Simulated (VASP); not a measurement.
Runs of VASP 6.6.1 on CaS. The structure is that of space group Fm-3m (No. 225), or close to it. The cells are those of the table. 

```tsv
cell	gap on the mesh (eV)	pressure (GPa)
a = 4.069 Å, angles 60.0°, 2 atoms	2.30	(a)
a = 4.021 Å, angles 60.0°, 2 atoms	2.23	(c)
a = 3.958 Å, angles 60.0°, 2 atoms	2.10	(b)
a = 4.118 Å, angles 60.0°, 2 atoms	2.38	-4.9
a = 4.209 Å, angles 60.0°, 2 atoms	2.49	-7.1
```

Alike in all rows: task single point; level PBEsol; potentials or basis VASP PAW PBE potentials, release 64 (Ca_sv, S); no spin polarisation; k mesh 8 × 8 × 8; cutoff (eV) 500; smearing gaussian 0.02 eV.

Estimate the missing entries.

(a) -3.3; (b) 1.4; (c) -1.4.

Caveats: the PAW data sets were made with another functional, which shifts forces and pressure a little.

A k mesh can miss the band edges.
